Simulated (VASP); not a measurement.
# P (P6_122) in VASP: relaxation of cell and atoms with PBE

Aim: the relaxation of cell and atoms of P with PBE.

Everything below comes from runs of VASP 6.6.1. Logs are shortened: lines on timing, memory, paths and dates and some standing lists are left out, and cuts for length are marked.

### 1 The cell of the first run

The structure is hexagonal, space group P6_122 (No. 178). Conventional cell: a = 5.868 Å, b = 5.868 Å, c = 4.901 Å, α = 90.00°, β = 90.00°, γ = 120.00°. P (site symmetry 2) has 4 P at 2.19 to 2.67 Å within 2.9 Å.

The cell was built from a structure type or drawn by symmetry, and may not be a known phase.

### 2 Relaxation of cell and atoms, PBE

INCAR reads:

```
  PREC = Accurate
  ENCUT = 600
  EDIFF = 1E-7
  ISMEAR = 0
  SIGMA = 0.1
  LREAL = False
  LASPH = True
  NELM = 100
  ALGO = Normal
  ISIF = 3
  LWAVE = False
  LCHARG = False
  GGA = PE
  IBRION = 2
  NSW = 100
  EDIFFG = -0.01
```

KPOINTS reads:

```
regular mesh
0
Gamma
  6 6 8
```

POSCAR reads:

```
P
1.0
    5.8681737575      0.0000000000      0.0000000000
   -2.9340868788      5.0819875478      0.0000000000
    0.0000000000      0.0000000000      4.9007396569
P
6
Direct
    0.2503293516      0.5006587031      0.2500000000
    0.4993412969      0.7496706484      0.5833333333
    0.2503293516      0.7496706484      0.9166666667
    0.7496706484      0.4993412969      0.7500000000
    0.5006587031      0.2503293516      0.0833333333
    0.7496706484      0.2503293516      0.4166666667
```

Potentials or basis: VASP PAW PBE potentials, release 64 (P).

Started as:

```bash
$ cat potpaw_PBE.64/P/POTCAR > POTCAR
$ mpirun -np 1 vasp_std > vasp.out
```

OUTCAR:

```text
PREC = Accurate
   ENCUT = 600
   EDIFF = 1E-7
   ISMEAR = 0
   LREAL = False
   LASPH = True
   NELM = 100
   ISIF = 3
   GGA = PE
   IBRION = 2
   NSW = 100
   EDIFFG = -0.01

 ion  position               nearest neighbor table
   1  0.250  0.501  0.250-   2 2.19   3 2.19   5 2.67   6 2.67
   2  0.499  0.750  0.583-   1 2.19   3 2.19   4 2.67   6 2.67
   3  0.250  0.750  0.917-   1 2.19   2 2.19   5 2.67   4 2.67
   4  0.750  0.499  0.750-   5 2.19   6 2.19   2 2.67   3 2.67
   5  0.501  0.250  0.083-   4 2.19   6 2.19   1 2.67   3 2.67
   6  0.750  0.250  0.417-   4 2.19   5 2.19   2 2.67   1 2.67

  LATTYP: Found a hexagonal cell.
 ALAT       =     5.8681737575
 C/A-ratio  =     0.8351388114

  Lattice vectors:

 A1 = (   5.8681737575,   0.0000000000,   0.0000000000)
 A2 = (  -2.9340868788,   5.0819875478,   0.0000000000)
 A3 = (   0.0000000000,   0.0000000000,   4.9007396569)

Analysis of symmetry for initial positions (statically):
=====================================================================
 Subroutine PRICEL returns:
 Original cell was already a primitive cell.

 Routine SETGRP: Setting up the symmetry group for a
 hexagonal supercell.

 Subroutine GETGRP returns: Found 12 space group operations
 (whereof  2 operations were pure point group operations)
 out of a pool of 24 trial point group operations.

The static configuration has the point symmetry C_2 .
 The point group associated with its full space group is D_6 .

Analysis of symmetry for dynamics (positions and initial velocities):
=====================================================================
 Subroutine PRICEL returns:
 Original cell was already a primitive cell.

 Routine SETGRP: Setting up the symmetry group for a
 hexagonal supercell.

 Subroutine GETGRP returns: Found 12 space group operations
 (whereof  2 operations were pure point group operations)
 out of a pool of 24 trial point group operations.

The dynamic configuration has the point symmetry C_2 .
 The point group associated with its full space group is D_6 .

 Subroutine INISYM returns: Found 12 space group operations
 (whereof  2 operations are pure point group operations),
 and found     1 'primitive' translations

----------------------------------------------------------------------------------------

                                     Primitive cell

  volume of cell :     146.1498

  direct lattice vectors                    reciprocal lattice vectors
     5.868173758  0.000000000  0.000000000     0.170410769  0.098386703  0.000000000
    -2.934086879  5.081987548  0.000000000     0.000000000  0.196773406  0.000000000
     0.000000000  0.000000000  4.900739657     0.000000000  0.000000000  0.204050831

  length of vectors
     5.868173758  5.868173758  4.900739657     0.196773406  0.196773406  0.204050831

  position of ions in fractional coordinates (direct lattice)
     0.250329352  0.500658703  0.250000000
     0.499341297  0.749670648  0.583333333
     0.250329352  0.749670648  0.916666667
     0.749670648  0.499341297  0.750000000
     0.500658703  0.250329352  0.083333333
     0.749670648  0.250329352  0.416666667

  ion indices of the primitive-cell ions
   primitive index   ion index
                 1           1
                 2           2
                 3           3
                 4           4
                 5           5
                 6           6

----------------------------------------------------------------------------------------

 KPOINTS: regular mesh

Automatic generation of k-mesh.
 Grid dimensions read from file:
 generate k-points for:    6    6    8

 Generating k-lattice:

  Cartesian coordinates                     Fractional coordinates (reciprocal lattice)
     0.028401795  0.016397784  0.000000000     0.166666667  0.000000000  0.000000000
     0.000000000  0.032795568  0.000000000     0.000000000  0.166666667  0.000000000
     0.000000000  0.000000000  0.025506354     0.000000000  0.000000000  0.125000000

  Length of vectors
     0.032795568  0.032795568  0.025506354

  Shift w.r.t. Gamma in fractional coordinates (k-lattice)
     0.000000000  0.000000000  0.000000000

 Subroutine IBZKPT returns following result:
 ===========================================

 Found     35 irreducible k-points:

 Following reciprocal coordinates:
            Coordinates               Weight
  0.000000  0.000000  0.000000      1.000000
  0.166667  0.000000  0.000000      6.000000
  0.333333  0.000000  0.000000      6.000000
  0.500000 -0.000000  0.000000      3.000000
  0.166667  0.166667  0.000000      6.000000
  0.333333  0.166667  0.000000     12.000000
[... 16 lines left out ...]
  0.166667  0.000000  0.375000     12.000000
  0.333333  0.000000  0.375000     12.000000
 [... further k-points ...]
   k-points           NKPTS =     35   k-points in BZ     NKDIM =     35   number of bands    NBANDS=     19
   number of dos      NEDOS =    301   number of ions     NIONS =      6
   total plane-waves  NPLWV =  92160
   dimension x,y,z NGX =    48 NGY =   48 NGZ =   40
   dimension x,y,z NGXF=    96 NGYF=   96 NGZF=   80
   ions per type =               6
   NGX,Y,Z   is equivalent  to a cutoff of  13.60, 13.60, 13.57 a.u.
   NGXF,Y,Z  is equivalent  to a cutoff of  27.20, 27.20, 27.14 a.u.
 SYSTEM =  unknown system
   PREC   = accura    normal or accurate (medium, high low for compatibility)
   ISTART =      0    job   : 0-new  1-cont  2-samecut
   ICHARG =      2    charge: 1-file 2-atom 10-const
   ISPIN  =      1    spin polarized calculation?
   LNONCOLLINEAR =      F non collinear calculations
   LSORBIT =      F    spin-orbit coupling
   LASPH  =      T    aspherical Exc in radial PAW
   ENCUT  =  600.0 eV  44.10 Ry    6.64 a.u.  11.72 11.72  9.79*2*pi/ulx,y,z
   NELM   =    100;   NELMIN=  2; NELMDL= -5     # of ELM steps
   EDIFF  = 0.1E-06   stopping-criterion for ELM
   LREAL  =      F    real-space projection
   EDIFFG = -.1E-01   stopping-criterion for IOM
   NSW    =    100    number of steps for IOM
   IBRION =      2    ionic relax: 0-MD 1-quasi-New 2-CG
   NFREE  =      1    steps in history (QN), initial steepest desc. (CG)
   ISIF   =      3    stress and relaxation
   ISYM   =      2    0-nonsym 1-usesym 2-fastsym
   POTIM  = 0.5000    time-step for ionic-motion
   TEBEG  =    0.0;   TEEND  =   0.0 temperature during run
   PSTRESS=    0.0 pullay stress
   NELECT =      30.0000    total number of electrons
   NUPDOWN=      -1.0000    fix difference up-down
   EMIN   =  10.00;   EMAX   =-10.00  energy-range for DOS
   EFERMI =   0.00;   METHOD = LEGACY
   ISMEAR =     0;   SIGMA  =   0.10  broadening in eV -4-tet -1-fermi 0-gaus
   EFERMI_NEDOS =   21; number of points for ismear=-14 and -15
   IALGO  =     38    algorithm
   IMIX   =      4    mixing-type and parameters
     AMIX     =   0.40;   BMIX     =  1.00
     AMIX_MAG =   1.60;   BMIX_MAG =  1.00
  volume/ion in A,a.u.               =      24.36       164.38
  Fermi-wavevector in a.u.,A,eV,Ry     =   0.965715  1.824938 12.688880  0.932606
  Thomas-Fermi vector in A             =   2.095456
   LORBIT       =      0    0 simple, 1 ext, 2 COOP (PROOUT), +10 PAW based schemes
   GGA     = PE    functional components
   LHFCALC =     F    Hartree Fock is set to
   AEXX    =    0.0000 exact exchange contribution
   IVDW    =     0    specifies the selected vdW correction
   LEPSILON=     F    determine dielectric tensor
   LRPA    =     F    only Hartree local field effects (RPA)
 conjugate gradient relaxation of ions
 non-spin polarized calculation
 Gauss-broadening in eV      SIGMA  =   0.10
  energy-cutoff  :      600.00
  volume of cell :      146.15
 maximum number of plane-waves:      4933
 NGX is ok and might be reduce to    48
   NGX = 23   NGY = 23   NGZ = 19

--------------------------------------- Ionic step        1  -------------------------------------------

 number of electron      29.9999997 magnetization

 Free energy of the ion-electron system (eV)
  ---------------------------------------------------
  ext. energy  EPLUGINS =         0.00000000
  ---------------------------------------------------
  free energy    TOTEN  =       -29.74070783 eV

  energy without entropy =      -29.72167627  energy(sigma->0) =      -29.73119205

------------------------ aborting loop because EDIFF is reached ----------------------------------------

  FORCE on cell =-STRESS in cart. coord.  units (eV):
  Direction    XX          YY          ZZ          XY          YZ          ZX
  --------------------------------------------------------------------------------------
  -------------------------------------------------------------------------------------
  Total       -0.1791233     -0.1791233     -0.3916951      0.0000000     -0.0000000      0.0000000
  in kB       -1.9636520     -1.9636520     -4.2939847      0.0000000     -0.0000000      0.0000000
  external PRESSURE =      -2.7404295 kB  Pullay stress =       0.0000000 kB
[... 145 lines left out ...]
  energy  without entropy=      -29.7257082650  energy(sigma->0) =      -29.73455183

--------------------------------------- Ionic step        5  -------------------------------------------

 number of electron      29.9999999 magnetization

 Free energy of the ion-electron system (eV)
  ---------------------------------------------------
  ext. energy  EPLUGINS =         0.00000000
  ---------------------------------------------------
  free energy    TOTEN  =       -29.74386474 eV

  energy without entropy =      -29.72700287  energy(sigma->0) =      -29.73543381

 E-fermi :   4.3663     XC(G=0):  -8.4189

 val. band max:        4.3467956986   @ k =   0.3333   0.1667   0.1250
 cond. band min:       4.3894220032   @ k =   0.3333   0.1667   0.3750
 fundamental gap:      0.0426263046
 Fermi energy:         4.3662757219

 k-point     1 :       0.0000    0.0000    0.0000
  band No.  band energies     occupation
      1     -10.5929      2.00000
      2      -8.6192      2.00000
      3      -5.9403      2.00000
      4      -5.9403      2.00000
      5      -5.1433      2.00000
      6      -5.1433      2.00000
[... 11 lines left out ...]
     18       5.0335      0.00000
     19       7.2440      0.00000
[... 489 lines left out ...]
      3      -8.3294      2.00000
      4      -7.4130      2.00000
      5      -3.6475      2.00000
      6      -3.4702      2.00000
[... 11 lines left out ...]
     18       5.8315      0.00000
     19       6.5135      0.00000

 [... further k-points ...]

------------------------ aborting loop because EDIFF is reached ----------------------------------------

  FORCE on cell =-STRESS in cart. coord.  units (eV):
  Direction    XX          YY          ZZ          XY          YZ          ZX
  --------------------------------------------------------------------------------------
  -------------------------------------------------------------------------------------
  Total        0.0198882      0.0198882     -0.0052192     -0.0000000     -0.0000000      0.0000000
  in kB        0.2174712      0.2174712     -0.0570701     -0.0000000     -0.0000000      0.0000000
  external PRESSURE =       0.1259575 kB  Pullay stress =       0.0000000 kB
[... 21 lines left out ...]
  FREE ENERGIE OF THE ION-ELECTRON SYSTEM (eV)
  ---------------------------------------------------
  free  energy   TOTEN  =       -29.7438647443 eV

  energy  without entropy=      -29.7270028710  energy(sigma->0) =      -29.73543381

 reached required accuracy - stopping structural energy minimisation
```

It took 5.9 min on 1 thread of Intel Xeon Platinum 8559C (Emerald Rapids), shared host; peak memory 0.33 GiB.

What came out:

```
Free energy                           : -29.7439 eV
Relaxed volume                        : 24.42 Å³/atom
Relaxed cell                          : a = 5.873 Å, b = 5.873 Å, c = 4.905 Å, α = 90.00°, β = 90.00°, γ = 120.00°
Space group after relaxing (to 0.1 Å) : P6_122 (No. 178)
Energy gained by relaxing             : 0.5 meV/atom
Ionic steps                           : 5
Pressure after relaxing               : 0.0 GPa
Band gap on the k mesh                : zero (bands 15 and 16 overlap by 1.80 eV)
```

Step by step:
| step | energy change (eV) | largest force (eV/Å) | pressure (GPa) | volume (Å³) |
| --- | --- | --- | --- | --- |
| 1 | 0.0000 | 0.1118 | -0.27 | 146.15 |
| 2 | -0.0019 | 0.0025 | 0.29 | 145.27 |
| 3 | -0.0021 | 0.0286 | 0.16 | 145.47 |
| 4 | -0.0027 | 0.0185 | 0.11 | 145.82 |
| 5 | -0.0032 | 0.0019 | 0.01 | 146.52 |

Final structure:
```
CELL_PARAMETERS angstrom
5.87334 0.00000 0.00000
-2.93667 5.08647 0.00000
0.00000 0.00000 4.90458
ATOMIC_POSITIONS crystal
P 0.25134 0.50268 0.25000
P 0.49732 0.74866 0.58333
P 0.25134 0.74866 0.91667
P 0.74866 0.49732 0.75000
P 0.50268 0.25134 0.08333
P 0.74866 0.25134 0.41667
```

Levels at points of the mesh, in eV from the Fermi level:
```csv
k point,band 11,band 12,band 13,band 14,band 15,band 16,band 17,band 18,band 19
"(0.00, 0.00, 0.00)",-4.15,-3.15,-1.26,-1.26,-1.05,-1.05,-0.26,0.67,2.88
"(0.50, 0.00, 0.00)",-4.16,-4.00,-1.47,-1.23,-0.92,-0.47,0.72,1.09,1.98
"(0.00, 0.00, 0.50)",-4.51,-4.51,-0.32,-0.32,0.33,0.33,1.60,1.60,1.75
"(0.50, 0.00, 0.50)",-3.17,-3.17,-2.29,-2.29,0.40,0.40,1.43,1.43,2.15
```
